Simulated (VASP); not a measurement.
# AlC (Fm-3m) in VASP: notebook

Runs on AlC. Level: PBE. Tasks: relaxation of cell and atoms, single point.

All numbers are computed with VASP 6.6.1; they aren't measurements. Logs are shortened: lines on timing, memory, paths and dates and some standing lists are left out, and cuts for length are marked.

## Step 1: The cell of the first run

Symmetry: Fm-3m, No. 225, cubic system. Conventional cell: a = 4.840 Å, b = 4.840 Å, c = 4.840 Å, α = 90.00°, β = 90.00°, γ = 90.00°. Within 3.2 Å of Al (site symmetry m-3m) lie 6 C at 2.42 Å. Within 3.2 Å of C (site symmetry m-3m) lie 6 Al at 2.42 Å.

## Step 2: Relaxation of cell and atoms, PBE

File INCAR:

```
SYSTEM = AlC
PREC = Accurate
ENCUT = 600
EDIFF = 1E-6
ISMEAR = 0
SIGMA = 0.1
LREAL = .FALSE.
LASPH = .TRUE.
NELM = 100
ALGO = Normal
ISIF = 3
LWAVE = .FALSE.
LCHARG = .FALSE.
GGA = PE
IBRION = 2
NSW = 90
EDIFFG = -0.04
```

File KPOINTS:

```
Automatic mesh
0
G
  6 6 6
  0 0 0
```

File POSCAR:

```
AlC
1.0
    0.0000000000      2.4200621300      2.4200621300
    2.4200621300      0.0000000000      2.4200621300
    2.4200621300      2.4200621300      0.0000000000
Al C
1 1
Direct
    0.0000000000      0.0000000000      0.0000000000
    0.5000000000      0.5000000000      0.5000000000
```

Potentials or basis: VASP PAW PBE potentials, release 64 (Al, C).

Launch:

```sh
> cat potpaw_PBE.64/Al/POTCAR potpaw_PBE.64/C/POTCAR > POTCAR
> mpirun -np 1 vasp_std > vasp.out
```

OUTCAR:

```text
SYSTEM = AlC
   PREC = Accurate
   ENCUT = 600
   EDIFF = 1E-6
   ISMEAR = 0
   LREAL = .FALSE.
   LASPH = .TRUE.
   NELM = 100
   ISIF = 3
   GGA = PE
   IBRION = 2
   NSW = 90
   EDIFFG = -0.04

 ion  position               nearest neighbor table
   1  0.000  0.000  0.000-   2 2.42   2 2.42   2 2.42   2 2.42   2 2.42   2 2.42
   2  0.500  0.500  0.500-   1 2.42   1 2.42   1 2.42   1 2.42   1 2.42   1 2.42

  LATTYP: Found a face centered cubic cell.
 ALAT       =     4.8401242600

  Lattice vectors:

 A1 = (   0.0000000000,   2.4200621300,   2.4200621300)
 A2 = (   2.4200621300,   0.0000000000,   2.4200621300)
 A3 = (   2.4200621300,   2.4200621300,   0.0000000000)

Analysis of symmetry for initial positions (statically):
=====================================================================
 Subroutine PRICEL returns:
 Original cell was already a primitive cell.

 Routine SETGRP: Setting up the symmetry group for a
 face centered cubic supercell.

 Subroutine GETGRP returns: Found 48 space group operations
 (whereof 48 operations were pure point group operations)
 out of a pool of 48 trial point group operations.

The static configuration has the point symmetry O_h .

Analysis of symmetry for dynamics (positions and initial velocities):
=====================================================================
 Subroutine PRICEL returns:
 Original cell was already a primitive cell.

 Routine SETGRP: Setting up the symmetry group for a
 face centered cubic supercell.

 Subroutine GETGRP returns: Found 48 space group operations
 (whereof 48 operations were pure point group operations)
 out of a pool of 48 trial point group operations.

The dynamic configuration has the point symmetry O_h .

 Subroutine INISYM returns: Found 48 space group operations
 (whereof 48 operations are pure point group operations),
 and found     1 'primitive' translations

----------------------------------------------------------------------------------------

                                     Primitive cell

  volume of cell :      28.3472

  direct lattice vectors                    reciprocal lattice vectors
     0.000000000  2.420062130  2.420062130    -0.206606266  0.206606266  0.206606266
     2.420062130  0.000000000  2.420062130     0.206606266 -0.206606266  0.206606266
     2.420062130  2.420062130  0.000000000     0.206606266  0.206606266 -0.206606266

  length of vectors
     3.422484686  3.422484686  3.422484686     0.357852550  0.357852550  0.357852550

  position of ions in fractional coordinates (direct lattice)
     0.000000000  0.000000000  0.000000000
     0.500000000  0.500000000  0.500000000

  ion indices of the primitive-cell ions
   primitive index   ion index
                 1           1
                 2           2

----------------------------------------------------------------------------------------

 KPOINTS: Automatic mesh

Automatic generation of k-mesh.
 Grid dimensions read from file:
 generate k-points for:    6    6    6

 Generating k-lattice:

  Cartesian coordinates                     Fractional coordinates (reciprocal lattice)
    -0.034434378  0.034434378  0.034434378     0.166666667  0.000000000  0.000000000
     0.034434378 -0.034434378  0.034434378     0.000000000  0.166666667  0.000000000
     0.034434378  0.034434378 -0.034434378     0.000000000  0.000000000  0.166666667

  Length of vectors
     0.059642092  0.059642092  0.059642092

  Shift w.r.t. Gamma in fractional coordinates (k-lattice)
     0.000000000  0.000000000  0.000000000

 Subroutine IBZKPT returns following result:
 ===========================================

 Found     16 irreducible k-points:

 Following reciprocal coordinates:
            Coordinates               Weight
  0.000000  0.000000  0.000000      1.000000
  0.166667  0.000000  0.000000      8.000000
  0.333333  0.000000  0.000000      8.000000
  0.500000  0.000000  0.000000      4.000000
  0.166667  0.166667  0.000000      6.000000
  0.333333  0.166667  0.000000     24.000000
[... 8 lines left out ...]
 -0.333333  0.333333  0.166667     24.000000
 -0.333333  0.500000  0.166667     12.000000
   k-points           NKPTS =     16   k-points in BZ     NKDIM =     16   number of bands    NBANDS=      7
   number of dos      NEDOS =    301   number of ions     NIONS =      2
   total plane-waves  NPLWV =  21952
   dimension x,y,z NGX =    28 NGY =   28 NGZ =   28
   dimension x,y,z NGXF=    56 NGYF=   56 NGZF=   56
   ions per type =               1   1
   NGX,Y,Z   is equivalent  to a cutoff of  13.60, 13.60, 13.60 a.u.
   NGXF,Y,Z  is equivalent  to a cutoff of  27.20, 27.20, 27.20 a.u.
 SYSTEM =  AlC
   PREC   = accura    normal or accurate (medium, high low for compatibility)
   ISTART =      0    job   : 0-new  1-cont  2-samecut
   ICHARG =      2    charge: 1-file 2-atom 10-const
   ISPIN  =      1    spin polarized calculation?
   LNONCOLLINEAR =      F non collinear calculations
   LSORBIT =      F    spin-orbit coupling
   LASPH  =      T    aspherical Exc in radial PAW
   ENCUT  =  600.0 eV  44.10 Ry    6.64 a.u.   6.84  6.84  6.84*2*pi/ulx,y,z
   NELM   =    100;   NELMIN=  2; NELMDL= -5     # of ELM steps
   EDIFF  = 0.1E-05   stopping-criterion for ELM
   LREAL  =      F    real-space projection
   EDIFFG = -.4E-01   stopping-criterion for IOM
   NSW    =     90    number of steps for IOM
   IBRION =      2    ionic relax: 0-MD 1-quasi-New 2-CG
   NFREE  =      1    steps in history (QN), initial steepest desc. (CG)
   ISIF   =      3    stress and relaxation
   ISYM   =      2    0-nonsym 1-usesym 2-fastsym
   POTIM  = 0.5000    time-step for ionic-motion
   TEBEG  =    0.0;   TEEND  =   0.0 temperature during run
   PSTRESS=    0.0 pullay stress
   NELECT =       7.0000    total number of electrons
   NUPDOWN=      -1.0000    fix difference up-down
   EMIN   =  10.00;   EMAX   =-10.00  energy-range for DOS
   EFERMI =   0.00;   METHOD = LEGACY
   ISMEAR =     0;   SIGMA  =   0.10  broadening in eV -4-tet -1-fermi 0-gaus
   EFERMI_NEDOS =   21; number of points for ismear=-14 and -15
   IALGO  =     38    algorithm
   IMIX   =      4    mixing-type and parameters
     AMIX     =   0.40;   BMIX     =  1.00
     AMIX_MAG =   1.60;   BMIX_MAG =  1.00
  volume/ion in A,a.u.               =      14.17        95.65
  Fermi-wavevector in a.u.,A,eV,Ry     =   1.027080  1.940900 14.352699  1.054894
  Thomas-Fermi vector in A             =   2.161006
   LORBIT       =      0    0 simple, 1 ext, 2 COOP (PROOUT), +10 PAW based schemes
   GGA     = PE    functional components
   LHFCALC =     F    Hartree Fock is set to
   AEXX    =    0.0000 exact exchange contribution
   IVDW    =     0    specifies the selected vdW correction
   LEPSILON=     F    determine dielectric tensor
   LRPA    =     F    only Hartree local field effects (RPA)
 conjugate gradient relaxation of ions
 non-spin polarized calculation
 Gauss-broadening in eV      SIGMA  =   0.10
  energy-cutoff  :      600.00
  volume of cell :       28.35
 maximum number of plane-waves:       960
   NGX = 13   NGY = 13   NGZ = 13

--------------------------------------- Ionic step        1  -------------------------------------------

 number of electron       7.0000000 magnetization

 Free energy of the ion-electron system (eV)
  ---------------------------------------------------
  ext. energy  EPLUGINS =         0.00000000
  ---------------------------------------------------
  free energy    TOTEN  =       -10.75805965 eV

  energy without entropy =      -10.74635534  energy(sigma->0) =      -10.75220750

------------------------ aborting loop because EDIFF is reached ----------------------------------------

  FORCE on cell =-STRESS in cart. coord.  units (eV):
  Direction    XX          YY          ZZ          XY          YZ          ZX
  --------------------------------------------------------------------------------------
  -------------------------------------------------------------------------------------
  Total       -5.7597987     -5.7597987     -5.7597987     -0.0000000     -0.0000000      0.0000000
  in kB     -325.5429864   -325.5429864   -325.5429864     -0.0000000     -0.0000000      0.0000000
  external PRESSURE =    -325.5429864 kB  Pullay stress =       0.0000000 kB

 VOLUME and BASIS-vectors are now :
 -----------------------------------------------------------------------------
  energy-cutoff  :      600.00
  volume of cell :       28.35
      direct lattice vectors                 reciprocal lattice vectors
     0.000000000  2.420062130  2.420062130    -0.206606266  0.206606266  0.206606266
     2.420062130  0.000000000  2.420062130     0.206606266 -0.206606266  0.206606266
     2.420062130  2.420062130  0.000000000     0.206606266  0.206606266 -0.206606266

 POSITION                                       TOTAL-FORCE (eV/Angst)
 -----------------------------------------------------------------------------------
      0.00000      0.00000      0.00000         0.000000      0.000000      0.000000
      2.42006      2.42006      2.42006        -0.000000     -0.000000     -0.000000
 -----------------------------------------------------------------------------------
    total drift:                                0.000000      0.000000      0.000000

  FREE ENERGIE OF THE ION-ELECTRON SYSTEM (eV)
  ---------------------------------------------------
  free  energy   TOTEN  =       -10.7580596505 eV
[... 17 lines left out ...]
 VOLUME and BASIS-vectors are now :
 -----------------------------------------------------------------------------
  energy-cutoff  :      600.00
  volume of cell :       18.10
      direct lattice vectors                 reciprocal lattice vectors
    -0.000000000  2.083833248  2.083833248    -0.239942424  0.239942424  0.239942424
     2.083833248 -0.000000000  2.083833248     0.239942424 -0.239942424  0.239942424
     2.083833248  2.083833248  0.000000000     0.239942424  0.239942424 -0.239942424

 POSITION                                       TOTAL-FORCE (eV/Angst)
 -----------------------------------------------------------------------------------
      2.08383      2.08383      0.00000        -0.000000     -0.000000      0.000000
      2.08383      2.08383      2.08383         0.000000      0.000000     -0.000000
 -----------------------------------------------------------------------------------
    total drift:                                0.000000      0.000000      0.000000

  FREE ENERGIE OF THE ION-ELECTRON SYSTEM (eV)
  ---------------------------------------------------
  free  energy   TOTEN  =       -11.9450939277 eV

  energy  without entropy=      -11.9341793675  energy(sigma->0) =      -11.93963665

--------------------------------------- Ionic step        3  -------------------------------------------

 number of electron       7.0000000 magnetization

 Free energy of the ion-electron system (eV)
  ---------------------------------------------------
  ext. energy  EPLUGINS =         0.00000000
  ---------------------------------------------------
  free energy    TOTEN  =       -12.00772300 eV

  energy without entropy =      -11.99475892  energy(sigma->0) =      -12.00124096

 E-fermi :   8.1981     XC(G=0): -11.6318

 val. band max:        8.1780416610   @ k =   0.3333   0.1667   0.0000
 cond. band min:       8.7429929608   @ k =  -0.3333   0.1667   0.0000
 fundamental gap:      0.5649512998
 Fermi energy:         8.1981472304

 k-point     1 :       0.0000    0.0000    0.0000
  band No.  band energies     occupation
      1      -6.0529      2.00000
      2       9.9043      0.00000
      3       9.9043      0.00000
      4       9.9043      0.00000
      5      16.5888      0.00000
      6      19.3438      0.00000
      7      19.3438      0.00000

 k-point     2 :       0.1667    0.0000    0.0000
  band No.  band energies     occupation
      1      -5.4776      2.00000
      2       7.5632      2.00000
      3       9.5773      0.00000
      4       9.5773      0.00000
      5      16.8582      0.00000
      6      19.0237      0.00000
      7      19.7535      0.00000

 k-point     3 :       0.3333    0.0000    0.0000
  band No.  band energies     occupation
      1      -3.8411      2.00000
      2       3.5871      2.00000
      3       9.0458      0.00000
      4       9.0458      0.00000
      5      15.8126      0.00000
      6      18.2785      0.00000
      7      18.2785      0.00000
[... 141 lines left out ...]
 VOLUME and BASIS-vectors are now :
 -----------------------------------------------------------------------------
  energy-cutoff  :      600.00
  volume of cell :       19.43
      direct lattice vectors                 reciprocal lattice vectors
    -0.000000000  2.133717360  2.133717360    -0.234332817  0.234332817  0.234332817
     2.133717360 -0.000000000  2.133717360     0.234332817 -0.234332817  0.234332817
     2.133717360  2.133717360  0.000000000     0.234332817  0.234332817 -0.234332817

 POSITION                                       TOTAL-FORCE (eV/Angst)
 -----------------------------------------------------------------------------------
      0.00000      0.00000      0.00000        -0.000000     -0.000000      0.000000
      2.13372      2.13372      2.13372         0.000000      0.000000     -0.000000
 -----------------------------------------------------------------------------------
    total drift:                                0.000000      0.000000      0.000000

  FREE ENERGIE OF THE ION-ELECTRON SYSTEM (eV)
  ---------------------------------------------------
  free  energy   TOTEN  =       -12.0077229972 eV

  energy  without entropy=      -11.9947589231  energy(sigma->0) =      -12.00124096

 reached required accuracy - stopping structural energy minimisation
```

It took 6.8 s on 1 thread of Intel Xeon Platinum 8559C (Emerald Rapids), shared host; peak memory 0.15 GiB.

Results:

| Item | Value |
| --- | --- |
| Free energy | -12.0077 eV |
| Relaxed volume | 9.71 Å³/atom |
| Relaxed cell | a = 3.018 Å, b = 3.018 Å, c = 3.018 Å, α = 60.00°, β = 60.00°, γ = 60.00° |
| Space group after relaxing (to 0.05 Å) | Fm-3m (No. 225) |
| Energy gained by relaxing | 624.8 meV/atom |
| Ionic steps | 3 |
| Pressure after relaxing | 0.4 GPa |

The path:
```csv
step,energy change (eV),largest force (eV/Å),pressure (GPa),volume (Å³)
1,0.0000,0.0000,-32.55,28.35
2,-1.1870,0.0000,15.55,18.10
3,-1.2497,0.0000,0.39,19.43
```

Final structure:
```
Al C
1.0
     0.00000    2.13372    2.13372
     2.13372    0.00000    2.13372
     2.13372    2.13372    0.00000
Al C
1 1
Direct
  0.00000 0.00000 0.00000
  0.50000 0.50000 0.50000
```

Caveat: the k points lie up to 0.43 Å⁻¹ apart in the final cell; the volume moved by over 15 % at a fixed basis, so the end points are rough.

## Step 3: Single point, PBE

This run uses another cell than the first one, of 9.73 Å³/atom, 0.687 times its volume.

File INCAR:

```
SYSTEM = AlC
PREC = Accurate ; ENCUT = 520
EDIFF = 1E-6 ; ISMEAR = 0
SIGMA = 0.1 ; LREAL = .FALSE.
LASPH = .TRUE. ; NELM = 60
ALGO = Normal ; ISIF = 2
LWAVE = .FALSE. ; LCHARG = .FALSE.
GGA = PE ; NBANDS = 10
```

File KPOINTS:

```
regular mesh
0
G
  22 22 22
  0 0 0
```

File POSCAR:

```
AlC
1.0
    0.0000000000      2.1350013512      2.1350013512
    2.1350013512      0.0000000000      2.1350013512
    2.1350013512      2.1350013512      0.0000000000
Al C
1 1
Direct
    0.0000000000      0.0000000000      0.0000000000
    0.5000000000      0.5000000000      0.5000000000
```

Potentials or basis: VASP PAW PBE potentials, release 64 (Al, C).

Launch:

```sh
> cat potpaw_PBE.64/Al/POTCAR potpaw_PBE.64/C/POTCAR > POTCAR
> mpirun -np 1 vasp_std > vasp.out
```

OUTCAR:

```text
SYSTEM = AlC
   PREC = Accurate
   ENCUT = 520
   EDIFF = 1E-6
   ISMEAR = 0
   LREAL = .FALSE.
   LASPH = .TRUE.
   NELM = 60
   ISIF = 2
   GGA = PE

 ion  position               nearest neighbor table
   1  0.000  0.000  0.000-   2 2.14   2 2.14   2 2.14   2 2.14   2 2.14   2 2.14
   2  0.500  0.500  0.500-   1 2.14   1 2.14   1 2.14   1 2.14   1 2.14   1 2.14

  LATTYP: Found a face centered cubic cell.
 ALAT       =     4.2700027024

  Lattice vectors:

 A1 = (   0.0000000000,   2.1350013512,   2.1350013512)
 A2 = (   2.1350013512,   0.0000000000,   2.1350013512)
 A3 = (   2.1350013512,   2.1350013512,   0.0000000000)

Analysis of symmetry for initial positions (statically):
=====================================================================
 Subroutine PRICEL returns:
 Original cell was already a primitive cell.

 Routine SETGRP: Setting up the symmetry group for a
 face centered cubic supercell.

 Subroutine GETGRP returns: Found 48 space group operations
 (whereof 48 operations were pure point group operations)
 out of a pool of 48 trial point group operations.

The static configuration has the point symmetry O_h .

Analysis of symmetry for dynamics (positions and initial velocities):
[... 174 lines left out ...]
      7      19.3179      0.00000
      8      19.3179      0.00000
      9      24.1426      0.00000
     10      24.2484      0.00000
[... 287 lines left out ...]
 k-point    24 :      -0.4545    0.0455    0.0000
  band No.  band energies     occupation
      1      -2.2678      2.00000
      2       1.1876      2.00000
      3       8.5817      0.00100
      4       8.7933      0.00000
      5      15.5958      0.00000
      6      17.3791      0.00000
      7      17.6447      0.00000
      8      21.6198      0.00000
      9      23.1894      0.00000
     10      27.1356      0.00000

 [... further k-points ...]

------------------------ aborting loop because EDIFF is reached ----------------------------------------

  FORCE on cell =-STRESS in cart. coord.  units (eV):
  Direction    XX          YY          ZZ          XY          YZ          ZX
  --------------------------------------------------------------------------------------
  -------------------------------------------------------------------------------------
  Total       -0.0114132     -0.0114132     -0.0114132     -0.0000000     -0.0000000      0.0000000
  in kB       -0.9394914     -0.9394914     -0.9394914     -0.0000000     -0.0000000      0.0000000
  external PRESSURE =      -0.9394914 kB  Pullay stress =       0.0000000 kB

 VOLUME and BASIS-vectors are now :
 -----------------------------------------------------------------------------
  energy-cutoff  :      520.00
  volume of cell :       19.46
      direct lattice vectors                 reciprocal lattice vectors
     0.000000000  2.135001351  2.135001351    -0.234191889  0.234191889  0.234191889
     2.135001351  0.000000000  2.135001351     0.234191889 -0.234191889  0.234191889
     2.135001351  2.135001351  0.000000000     0.234191889  0.234191889 -0.234191889

 POSITION                                       TOTAL-FORCE (eV/Angst)
 -----------------------------------------------------------------------------------
      0.00000      0.00000      0.00000        -0.000000     -0.000000      0.000000
      2.13500      2.13500      2.13500         0.000000      0.000000     -0.000000
 -----------------------------------------------------------------------------------
    total drift:                               -0.000000     -0.000000      0.000000

  FREE ENERGIE OF THE ION-ELECTRON SYSTEM (eV)
  ---------------------------------------------------
  free  energy   TOTEN  =       -11.9988681082 eV

  energy  without entropy=      -11.9942418534  energy(sigma->0) =      -11.99655498
```

OSZICAR:

```text
N       E                     dE             d eps       ncg     rms          rms(c)
DAV:   1     0.244205561398E+01    0.24421E+01   -0.29495E+03  6728   0.521E+02
DAV:   2    -0.123256181328E+02   -0.14768E+02   -0.14276E+02  8498   0.932E+01
DAV:   3    -0.127916308400E+02   -0.46601E+00   -0.45973E+00  7980   0.141E+01
DAV:   4    -0.127937094564E+02   -0.20786E-02   -0.20784E-02  7640   0.110E+00
DAV:   5    -0.127937271967E+02   -0.17740E-04   -0.17740E-04  7628   0.935E-02    0.472E+00
DAV:   6    -0.120368392339E+02    0.75689E+00   -0.23144E+00  6886   0.699E+00    0.181E+00
DAV:   7    -0.120003884563E+02    0.36451E-01   -0.23169E-01  7842   0.263E+00    0.968E-01
DAV:   8    -0.119989035433E+02    0.14849E-02   -0.74097E-03  6932   0.631E-01    0.144E-01
DAV:   9    -0.119988512305E+02    0.52313E-04   -0.29557E-04  7956   0.949E-02    0.699E-02
DAV:  10    -0.119988699477E+02   -0.18717E-04   -0.36590E-05  8104   0.408E-02    0.128E-02
DAV:  11    -0.119988682823E+02    0.16654E-05   -0.69367E-06  7276   0.129E-02    0.286E-03
DAV:  12    -0.119988681082E+02    0.17410E-06   -0.24961E-07  3692   0.362E-03
   1 F= -.11998868E+02 E0= -.11996555E+02  d E =-.462625E-02
```

Wall time 20 s (1 thread of Intel Xeon Platinum 8559C (Emerald Rapids), shared host); peak memory 0.18 GiB.

What came out:

```yaml
Free_energy: -11.9989 eV
Pressure: -0.1 GPa
```

[end of part 1 of 2]
